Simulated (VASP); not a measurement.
Set up this calculation in VASP 6.6.1, as the native input.

```
Task                   : single point
Functional             : r2SCAN
Dispersion             : rVV10
Potentials or basis    : VASP PAW PBE potentials, release 64 (Te, Pb_d, I)
Cutoff                 : 520 eV
k mesh                 : 4 × 4 × 4
Occupations            : fermi-dirac, width 0.03 eV
Spin                   : no spin polarisation
Dipole correction      : no
Further INCAR settings : ALGO = Normal; EDIFF = 1e-06; NBANDS = 41
```

TePbI6:

```
Te Pb I
1.0
     0.00000    6.05874    6.05874
     6.05874    0.00000    6.05874
     6.05874    6.05874    0.00000
Te Pb I
1 1 6
Direct
  0.50000 0.50000 0.50000
  0.00000 0.00000 0.00000
  0.74264 0.25736 0.25736
  0.25736 0.74264 0.74264
  0.25736 0.74264 0.25736
  0.74264 0.25736 0.74264
  0.25736 0.25736 0.74264
  0.74264 0.74264 0.25736
```

These files were run (other wordings do the same):

POSCAR

```
TePbI6
1.0
    0.0000000000      6.0587401887      6.0587401887
    6.0587401887      0.0000000000      6.0587401887
    6.0587401887      6.0587401887      0.0000000000
Te Pb I
1 1 6
Direct
    0.5000000000      0.5000000000      0.5000000000
    0.0000000000      0.0000000000      0.0000000000
    0.7426376985      0.2573623015      0.2573623015
    0.2573623015      0.7426376985      0.7426376985
    0.2573623015      0.7426376985      0.2573623015
    0.7426376985      0.2573623015      0.7426376985
    0.2573623015      0.2573623015      0.7426376985
    0.7426376985      0.7426376985      0.2573623015
```

INCAR.step1

```
SYSTEM = TePbI6
PREC = Accurate
ENCUT = 520
ISMEAR = -1
SIGMA = 0.03
LREAL = .FALSE.
LASPH = .TRUE.
NELM = 60
NBANDS = 41
GGA = PE
ALGO = Normal
EDIFF = 1E-4
LWAVE = .TRUE.
LCHARG = .FALSE.
```

INCAR.step2

```
SYSTEM = TePbI6
PREC = Accurate
ENCUT = 520
EDIFF = 1E-6
ISMEAR = -1
SIGMA = 0.03
LREAL = .FALSE.
LASPH = .TRUE.
NELM = 60
ALGO = Normal
ISIF = 2
LWAVE = .FALSE.
LCHARG = .FALSE.
METAGGA = R2SCAN
LMIXTAU = .TRUE.
LUSE_VDW = .TRUE.
IVDW_NL = 2
BPARAM = 11.95
CPARAM = 0.0093
NBANDS = 41
ISTART = 1
```

KPOINTS

```
regular mesh
0
G
  4 4 4
  0 0 0
```

Potentials or basis: VASP PAW PBE potentials, release 64 (Te, Pb_d, I).

The run is started by

```bash
$ cat potpaw_PBE.64/Te/POTCAR potpaw_PBE.64/Pb_d/POTCAR potpaw_PBE.64/I/POTCAR > POTCAR
$ cp INCAR.step1 INCAR
$ mpirun -np 1 vasp_std > vasp.out
$ cp INCAR.step2 INCAR
$ mpirun -np 1 vasp_std > vasp.out
```

It gave:

- Pressure: 0.1 GPa
- Band gap on the k mesh: 0.08 eV

Caveat: the PAW data sets were made with another functional, which shifts forces and pressure a little; spin-orbit coupling is left out, which moves the levels of the heavy elements.

It took 15 min on 1 thread of AMD EPYC 9R45 96-Core Processor (Zen 5), on a shared host, peak memory 1.6 GiB.
